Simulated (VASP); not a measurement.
## O: relaxation of cell and atoms with PBEsol

The system is O.

```
O
1.0
     1.77559    0.00000    0.00000
     0.00000    1.77559    0.00000
     0.00000    0.00000    3.05305
O
1
Direct
  0.00000 0.00000 0.00000
```

```
Program                : VASP 6.6.1
Task                   : relaxation of cell and atoms
Functional             : PBEsol
Potentials or basis    : VASP PAW PBE potentials, release 64 (O)
Cutoff                 : 600 eV
k mesh                 : 12 × 12 × 7
Occupations            : methfessel-paxton, width 0.1 eV
Spin                   : no spin polarisation
Dipole correction      : no
Further INCAR settings : ALGO = Normal; EDIFF = 1e-06; IBRION = 2; EDIFFG = -0.01; NSW = 50; ISIF = 3
```

The relaxed volume is 10.51 Å³/atom, the relaxed cell is a = 1.776 Å, b = 1.776 Å, c = 3.333 Å, α = 90.00°, β = 90.00°, γ = 90.00° and the space group after relaxing (to 0.05 Å) is P4/mmm (No. 123). The energy gained by relaxing is 3.6 meV/atom and the ionic steps are 12. The pressure after relaxing is -0.1 GPa and the band gap on the k mesh is zero (band 3 reaches 3.66 eV, above the bottom of band 4 at -0.92 eV).

Stress tensor (GPa, compression positive):
```
-0.14  0.00  0.00
 0.00 -0.14  0.00
 0.00  0.00  0.01
```

Step by step:
```
step  energy change (eV)  largest force (eV/Å)  pressure (GPa)  volume (Å³)
   1              0.0000                0.0000            0.10         9.63
   2             -0.0005                0.0000            0.86         9.63
   3             -0.0006                0.0000            1.97         9.64
   4             -0.0006                0.0000            1.44         9.64
   5             -0.0009                0.0000            1.44         9.67
   6             -0.0012                0.0000            1.30         9.71
   7             -0.0018                0.0000            1.01         9.79
   8             -0.0026                0.0000            0.45         9.96
   9             -0.0034                0.0000           -0.40        10.28
  10             -0.0017                0.0000           -2.20        10.94
  11             -0.0034                0.0000           -0.84        10.43
  12             -0.0036                0.0000           -0.09        10.51
```

Final structure:
```
CELL_PARAMETERS angstrom
1.77565 0.00000 0.00000
0.00000 1.77565 0.00000
0.00000 0.00000 3.33294
ATOMIC_POSITIONS crystal
O 0.00000 0.00000 0.00000
```

Levels at points of the mesh, in eV from the Fermi level:
```
           k point  band 1  band 2  band 3  band 4  band 5  band 6  band 7
(0.00, 0.00, 0.00)  -22.90   -5.03    3.68    3.68    7.61   24.63   29.39
(0.50, 0.00, 0.00)  -17.17   -9.37   -1.38    5.16   18.62   18.78   19.87
(0.50, 0.50, 0.00)  -11.93   -5.70   -5.70    1.23   16.88   29.84   29.84
```

Run time: 42 s on 1 thread of AMD EPYC 7R13, with other jobs on the host, peak memory 0.08 GiB.

Caveat: the PAW data sets were made with another functional, which shifts forces and pressure a little.
